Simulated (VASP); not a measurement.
Set up this calculation in VASP 6.6.1, as the native input.

| Property | Result |
| --- | --- |
| Task | single point |
| Functional | PBE |
| Potentials or basis | VASP PAW PBE potentials, release 64 (Ge_d) |
| Cutoff | 500 eV |
| k mesh | 8 × 8 × 8 |
| Occupations | fermi-dirac, width 0.02 eV |
| Spin | no spin polarisation |
| Dipole correction | no |
| Further INCAR settings | ALGO = Normal; EDIFF = 1e-06; NBANDS = 21 |

The structure of Ge lies in POSCAR:

```
Ge
1.0
    0.0000000000      2.8368735121      2.8368735121
    2.8482210062      0.0000000000      2.8368735121
    2.8482210062      2.8368735121      0.0000000000
Ge
2
Direct
    0.0000000000      0.0000000000      0.0000000000
    0.2500000000      0.2500000000      0.2500000000
```

This cell differs from its parent crystal: uniaxial x strain +0.4%.

These files were run (other wordings do the same):

INCAR

```
PREC = Accurate ; ENCUT = 500
EDIFF = 1E-6 ; ISMEAR = -1
SIGMA = 0.02 ; LREAL = False
LASPH = True ; NELM = 120
ALGO = Normal ; ISIF = 2
LWAVE = False ; LCHARG = False
GGA = PE ; NBANDS = 21
GGA_COMPAT = False
```

KPOINTS

```
Automatic mesh
0
Gamma
  8 8 8
```

Potentials or basis: VASP PAW PBE potentials, release 64 (Ge_d).

Run with:

```bash
$ cat potpaw_PBE.64/Ge_d/POTCAR > POTCAR
$ mpirun -np 1 vasp_std > vasp.out
```

Results of the run:

```
Pressure               : 2.6 GPa
Band gap on the k mesh : zero (filled and empty bands touch)
```

Caveat: the cell differs from its parent crystal (uniaxial x strain +0.4%); semilocal functionals underestimate gaps, and a narrow one can read as zero.

Run time: 64 s on 1 thread of AMD EPYC 7R43 64-Core Processor (Zen 3) (shared host), peak memory 0.15 GiB.
